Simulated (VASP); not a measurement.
# LiF (Griceite) (Fm-3m) in VASP: further runs, part 2 of 2

VASP 6.6.1. The steps go on from the part before.

### Step 4. Relaxation of cell and atoms, PBEsol, target pressure 30 GPa, at which the enthalpy is minimised

Contents of INCAR:

```
SYSTEM = LiF
PREC = Accurate
ENCUT = 750
EDIFF = 1E-7
ISMEAR = -1
SIGMA = 0.05
LREAL = .FALSE.
LASPH = .TRUE.
NELM = 120
ALGO = Normal
ISIF = 3
LWAVE = .FALSE.
LCHARG = .FALSE.
GGA = PS
IBRION = 2
NSW = 80
EDIFFG = -0.02
PSTRESS = 300.0
GGA_COMPAT = .FALSE.
NELMIN = 4
```

Contents of KPOINTS:

```
regular mesh
0
G
  11 11 11
  0 0 0
```

Contents of POSCAR:

```
LiF
1.0
    0.0000000000      2.0140000000      2.0140000000
    2.0140000000      0.0000000000      2.0140000000
    2.0140000000      2.0140000000      0.0000000000
F Li
1 1
Direct
    0.5000000000      0.5000000000      0.5000000000
    0.0000000000      0.0000000000      0.0000000000
```

Potentials or basis: VASP PAW PBE potentials, release 64 (F, Li_sv).

Run with:

```console
$ cat potpaw_PBE.64/F/POTCAR potpaw_PBE.64/Li_sv/POTCAR > POTCAR
$ mpirun -np 1 vasp_std > vasp.out
```

OUTCAR:

```text
SYSTEM = LiF
   PREC = Accurate
   ENCUT = 750
   EDIFF = 1E-7
   ISMEAR = -1
   LREAL = .FALSE.
   LASPH = .TRUE.
   NELM = 120
   ISIF = 3
   GGA = PS
   IBRION = 2
   NSW = 80
   EDIFFG = -0.02
   PSTRESS = 300.0
   NELMIN = 4

 ion  position               nearest neighbor table
   1  0.500  0.500  0.500-   2 2.01   2 2.01   2 2.01   2 2.01   2 2.01   2 2.01
   2  0.000  0.000  0.000-   1 2.01   1 2.01   1 2.01   1 2.01   1 2.01   1 2.01

  LATTYP: Found a face centered cubic cell.
 ALAT       =     4.0280000000

  Lattice vectors:

 A1 = (   0.0000000000,   2.0140000000,   2.0140000000)
 A2 = (   2.0140000000,   0.0000000000,   2.0140000000)
 A3 = (   2.0140000000,   2.0140000000,   0.0000000000)

Analysis of symmetry for initial positions (statically):
=====================================================================
 Subroutine PRICEL returns:
 Original cell was already a primitive cell.

 Routine SETGRP: Setting up the symmetry group for a
 face centered cubic supercell.

 Subroutine GETGRP returns: Found 48 space group operations
 (whereof 48 operations were pure point group operations)
 out of a pool of 48 trial point group operations.

The static configuration has the point symmetry O_h .

[... 168 lines left out ...]
  -------------------------------------------------------------------------------------
  Total       -0.1521840     -0.1521840     -0.1521840     -0.0000000     -0.0000000      0.0000000
  in kB      -14.9235143    -14.9235143    -14.9235143     -0.0000000     -0.0000000      0.0000000
  external PRESSURE =    -314.9235143 kB  Pullay stress =     300.0000000 kB
[... 63 lines left out ...]
--------------------------------------- Ionic step        3  -------------------------------------------

 number of electron       9.9999997 magnetization

 Free energy of the ion-electron system (eV)
  ---------------------------------------------------
  ext. energy  EPLUGINS =         0.00000000
  ---------------------------------------------------
  free energy    TOTEN  =        -9.60256189 eV

  energy without entropy =       -9.60256189  energy(sigma->0) =       -9.60256189

 E-fermi :   1.9490     XC(G=0): -11.5477

 val. band max:        0.7173853586   @ k =   0.0000   0.0000   0.0000
 cond. band min:      12.2922039117   @ k =   0.0000   0.0000   0.0000
 fundamental gap:     11.5748185531
 Fermi energy:         1.9490380006

 k-point     1 :       0.0000    0.0000    0.0000
  band No.  band energies     occupation
      1     -39.1500      2.00000
      2     -19.9546      2.00000
      3       0.7174      2.00000
      4       0.7174      2.00000
      5       0.7174      2.00000
      6      12.2922      0.00000
      7      27.4190      0.00000
      8      27.4190      0.00000
      9      27.4190      0.00000
[... 265 lines left out ...]
 k-point    24 :      -0.1818    0.1818    0.0000
  band No.  band energies     occupation
      1     -39.0269      2.00000
      2     -19.5390      2.00000
      3      -1.2163      2.00000
      4      -0.3639      2.00000
      5       0.6065      2.00000
      6      13.8731      0.00000
      7      19.5475      0.00000
      8      23.1408      0.00000
      9      23.5849      0.00000

 [... further k-points ...]
[... 5 lines left out ...]
  --------------------------------------------------------------------------------------
  -------------------------------------------------------------------------------------
  Total        2.3520718      2.3520718      2.3520718      0.0000000      0.0000000     -0.0000000
  in kB      298.1617085    298.1617085    298.1617085      0.0000000      0.0000000     -0.0000000
  external PRESSURE =      -1.8382915 kB  Pullay stress =     300.0000000 kB
[... 21 lines left out ...]
  energy  without entropy=       -9.6025618917  energy(sigma->0) =       -9.60256189

  enthalpy is  TOTEN    =        -7.2359885537 eV   P V=        2.3665733380

 reached required accuracy - stopping structural energy minimisation
```

OSZICAR:

```text
N       E                     dE             d eps       ncg     rms          rms(c)
DAV:   1     0.438110201684E+02    0.43811E+02   -0.68726E+03  1024   0.147E+03
DAV:   2    -0.882515003543E+01   -0.52636E+02   -0.50423E+02  1120   0.242E+02
DAV:   3    -0.102614241495E+02   -0.14363E+01   -0.14334E+01  1308   0.393E+01
[... 25 lines left out ...]
DAV:   3    -0.960274028989E+01    0.42978E-03   -0.83314E-04  1282   0.369E-01    0.115E-01
DAV:   4    -0.960256000065E+01    0.18029E-03   -0.19315E-04  1400   0.167E-01    0.671E-03
DAV:   5    -0.960256132469E+01   -0.13240E-05   -0.12795E-05  1054   0.462E-02    0.305E-03
DAV:   6    -0.960256189322E+01   -0.56853E-06   -0.70124E-07  1248   0.911E-03    0.127E-03
DAV:   7    -0.960256189174E+01    0.14791E-08   -0.25952E-08   609   0.239E-03
   3 F= -.72359886E+01 E0= -.72359886E+01  d E =-.438351E+00
```

CONTCAR:

```text
LiF
   1.00000000000000
    -0.0000000000000000    1.8488134834696237    1.8488134834696237
     1.8488134834696237   -0.0000000000000000    1.8488134834696237
     1.8488134834696237    1.8488134834696237   -0.0000000000000000
  F               Li
     1     1
Direct
     0.5000000000000000    0.5000000000000000    0.5000000000000000
     0.0000000000000000    0.0000000000000000    0.0000000000000000

  0.00000000E+00  0.00000000E+00  0.00000000E+00
  0.00000000E+00  0.00000000E+00  0.00000000E+00
```

Run time: 43 s. Hardware: 1 thread of Intel Xeon Platinum 8488C (Sapphire Rapids), shared host; peak memory 0.16 GiB.

Results:

* Free energy: -9.6026 eV
* Relaxed volume: 6.32 Å³/atom
* Relaxed cell: a = 2.615 Å, b = 2.615 Å, c = 2.615 Å, α = 60.00°, β = 60.00°, γ = 60.00°
* Space group after relaxing (to 0.05 Å): Fm-3m (No. 225)
* Energy change on relaxing (the enthalpy is what falls): +127.2 meV/atom
* Ionic steps: 3
* Pressure after relaxing: 29.8 GPa
* Band gap on the k mesh: 11.57 eV, direct

Step by step:
```
step  energy change (eV)  largest force (eV/Å)  pressure (GPa)  volume (Å³)
   1              0.0000                0.0000           -1.49        16.34
   2              0.2208                0.0000           27.09        12.83
   3              0.2544                0.0000           29.82        12.64
```

Final structure:
```yaml
crystal:
  lattice:
    - [0.00000, 1.84881, 1.84881]
    - [1.84881, 0.00000, 1.84881]
    - [1.84881, 1.84881, 0.00000]
  atoms:
    - { symbol: F, position: [0.50000, 0.50000, 0.50000] }
    - { symbol: Li, position: [0.00000, 0.00000, 0.00000] }
```

Caveat: the cell is relaxed towards a set pressure, so the enthalpy falls and the energy may rise; the volume moved by over 15 % at a fixed basis, so the end points are rough; the PAW data sets were made with another functional, which shifts forces and pressure a little.

### Step 5. Summary

```tsv
cell	gap on the mesh (eV)	pressure (GPa)
relaxed to 10 GPa	10.06	9.7
relaxed to 20 GPa	10.87	19.6
relaxed to 30 GPa	11.57	29.8
```

Alike in all rows: task relaxation of cell and atoms; level PBEsol; potentials or basis VASP PAW PBE potentials, release 64 (F, Li_sv); no spin polarisation; k mesh 11 × 11 × 11; cutoff (eV) 750; smearing fermi-dirac 0.05 eV.

Caveats: the cell is relaxed towards a set pressure, so the enthalpy falls and the energy may rise; the PAW data sets were made with another functional, which shifts forces and pressure a little; the volume moved by over 15 % at a fixed basis, so the end points are rough (some runs).

Absolute energies hang on the potentials; compare differences alone.
